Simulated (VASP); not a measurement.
Wanted: the native input for a VASP 6.6.1 run.

```yaml
Task: single point
Functional: r2SCAN
Potentials_or_basis: VASP PAW PBE potentials, release 64 (B, N)
Cutoff: 520 eV
k_mesh: 12 × 12 × 6
Occupations: gaussian, width 0.01 eV
Spin: no spin polarisation
Dipole_correction: no
Further_INCAR_settings: ALGO = Normal; EDIFF = 1e-06; NBANDS = 16
```

Crystal: BN.

```
CELL_PARAMETERS angstrom
2.54395 0.00000 0.00000
-1.27198 2.20313 0.00000
0.00000 0.00000 4.35467
ATOMIC_POSITIONS crystal
B 0.33333 0.66667 0.99929
B 0.66667 0.33333 0.49929
N 0.33333 0.66667 0.37571
N 0.66667 0.33333 0.87571
```

This cell differs from its parent crystal: uniaxial z strain +3.5%.

One way to write it, as run:

POSCAR

```
BN
1.0
    2.5439500013      0.0000000000      0.0000000000
   -1.2719750007      2.2031253271      0.0000000000
    0.0000000000      0.0000000000      4.3546680915
B N
2 2
Direct
    0.3333333333      0.6666666667     -0.0007077894
    0.6666666667      0.3333333333      0.4992922106
    0.3333333333      0.6666666667      0.3757077894
    0.6666666667      0.3333333333      0.8757077894
```

INCAR.step1

```
SYSTEM = BN
  PREC = Accurate
  ENCUT = 520
  ISMEAR = 0
  SIGMA = 0.01
  LREAL = .FALSE.
  LASPH = .TRUE.
  NELM = 100
  NBANDS = 16
  GGA = PE
  ALGO = Normal
  EDIFF = 1E-4
  LWAVE = .TRUE.
  LCHARG = .FALSE.
```

INCAR.step2

```
SYSTEM = BN
  PREC = Accurate
  ENCUT = 520
  EDIFF = 1E-6
  ISMEAR = 0
  SIGMA = 0.01
  LREAL = .FALSE.
  LASPH = .TRUE.
  NELM = 100
  ALGO = Normal
  ISIF = 2
  LWAVE = .FALSE.
  LCHARG = .FALSE.
  METAGGA = R2SCAN
  LMIXTAU = .TRUE.
  NBANDS = 16
  ISTART = 1
```

KPOINTS

```
regular mesh
0
G
  12 12 6
  0 0 0
```

Potentials or basis: VASP PAW PBE potentials, release 64 (B, N).

Launch:

```sh
$ cat potpaw_PBE.64/B/POTCAR potpaw_PBE.64/N/POTCAR > POTCAR
$ cp INCAR.step1 INCAR
$ mpirun -np 1 vasp_std > vasp.out
$ cp INCAR.step2 INCAR
$ mpirun -np 1 vasp_std > vasp.out
```

Results of the run:

```json
{
  "Pressure": "-10.9 GPa",
  "Largest force": "0.011 eV/Å",
  "Band gap on the k mesh": "5.77 eV, indirect (least direct gap 7.91 eV)"
}
```

Caveat: the cell differs from its parent crystal (uniaxial z strain +3.5%); the PAW data sets were made with another functional, which shifts forces and pressure a little.

Run time: 39 s on 1 thread of Intel(R) Xeon(R) 6975P-C (Granite Rapids) (shared host), peak memory 0.15 GiB.
